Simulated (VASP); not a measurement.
A run of VASP 6.6.1 is set up as follows.

INCAR

```
PREC = Accurate
ENCUT = 520
EDIFF = 1E-6
ISMEAR = -1
SIGMA = 0.05
LREAL = Auto
LASPH = T
NELM = 60
ALGO = Normal
ISIF = 2
LWAVE = F
LCHARG = F
NBANDS = 190
```

KPOINTS

```
Automatic mesh
0
Gamma
  1 1 1
```

The input POSCAR:

```
Rb2YAgF6
1.0
    9.1773740000      0.0000000000      0.0000000000
    0.0000000000      9.1773740000      0.0000000000
    0.0000000000      0.0000000000      9.1773740000
Rb Y Ag F
8 4 4 24
Direct
    0.7680955358      0.7206527706      0.8158542956
    0.2943325618      0.2762337026      0.2400141914
    0.2053419638      0.2841335659      0.7409417988
    0.7781528790      0.7209796615      0.2841008768
    0.2746973154      0.7916425766      0.3013607160
    0.7347090791      0.2305779409      0.7734783392
    0.7641619487      0.2510957928      0.1834620666
    0.3194595753      0.7978970891      0.7138207509
    0.4781106229      0.5047849200      0.4994239093
   -0.0215965918     -0.0021683763      0.5197456266
    0.0349555330      0.4866315789      0.0013947345
    0.4984977184     -0.0035522144     -0.0297906569
   -0.0152113230     -0.0559092394     -0.0284177151
    0.5254989063      0.4921124496     -0.0256391425
    0.4997399038      0.0383769911      0.5132404978
   -0.0564867466      0.4937578004      0.5239843119
    0.2188752469      0.5366676786      0.4696877342
    0.5123143069      0.4627031654      0.2460180875
    0.7078822330      0.5066699908      0.5734864897
    0.4148027529      0.2755254390      0.4907613006
    0.5158883140      0.7212302779      0.4154347420
    0.4358436302      0.5129680887      0.7251420722
    0.7413667570      0.0033996653      0.4627140618
    0.0160503429      0.0163772338      0.2767567280
    0.2111824145      0.0545145049      0.5401763075
   -0.0228060881      0.7451913805      0.5407320220
   -0.0140345158      0.2289761755      0.5269154335
   -0.0683310934     -0.0563995757      0.7226685978
    0.7638132651      0.4293602941     -0.0479548943
   -0.0199403446      0.4733489122      0.7912503075
    0.2662853230      0.5456244891     -0.0114629740
    0.0901347161      0.2553017889      0.0219234827
   -0.0628720155      0.7390240389      0.0705321588
   -0.0310328423      0.4997834893      0.2006238386
    0.2824446296     -0.0549285667     -0.1059126500
    0.5709912225     -0.0081504796      0.7616775779
    0.7398194734      0.0303245787      0.0069736724
    0.5095684234      0.7659925377      0.0068320197
    0.4766287175      0.2255765102     -0.0015363872
    0.4308966813      0.0082376506      0.2167068706
```

Potentials or basis: VASP PAW LDA potentials, release 64 (Rb_sv, Y_sv, Ag, F).

The run is started by

```bash
$ cat potpaw_LDA.64/Rb_sv/POTCAR potpaw_LDA.64/Y_sv/POTCAR potpaw_LDA.64/Ag/POTCAR potpaw_LDA.64/F/POTCAR > POTCAR
$ mpirun -np 1 vasp_gam > vasp.out
```

Predict the pressure.

-2.3 GPa.

Estimate the band gap on the k mesh.

2.46 eV.

Forces in eV/Å, atoms in the order of the input:
```
Rb  -0.184 -0.234 -0.295
Rb  -0.498 -0.415 -0.318
Rb   0.401 -0.171 -0.426
Rb  -0.366  0.187  0.426
Rb  -0.613  0.050 -0.540
Rb   0.292  0.047 -0.585
Rb   0.043 -0.096  0.516
Rb  -0.004 -2.017 -2.075
Y   -0.496 -0.215 -1.320
Y    0.511  0.264 -3.611
Y    1.368  0.239 -0.206
Y   -0.499 -0.215  3.468
Ag   0.333  0.770  0.322
Ag  -0.558  0.195  0.410
Ag  -0.013  0.122 -0.592
Ag   0.979  0.038 -0.105
F    1.320 -0.118  0.210
F    0.308  0.097  1.044
F   -0.902 -0.211 -0.271
F    0.707  0.320  0.600
F   -0.172 -0.344  0.931
F    0.097  0.076 -0.147
F    0.269  0.089  0.253
F   -0.186 -0.526  0.653
F    0.180 -0.993  0.304
F    0.009  0.562 -0.614
F   -0.629  0.496  0.496
F   -0.356  0.266  2.620
F    0.427  0.569  0.778
F   -0.103  0.100 -1.877
F   -0.961 -0.351  0.078
F   -0.496  0.855 -0.402
F    0.631 -0.902 -1.173
F   -0.950 -0.443  2.777
F   -0.507  1.953  1.976
F    0.015 -0.246 -1.550
F   -0.478 -0.170 -0.249
F    0.441  0.068 -0.415
F    0.188  0.121 -0.459
F    0.451  0.183 -0.630
```

Caveat: the k points lie up to 0.68 Å⁻¹ apart; forces of over 1 eV/Å act on the atoms, so gaps and moduli don't describe the material at rest. A k mesh can miss the band edges.
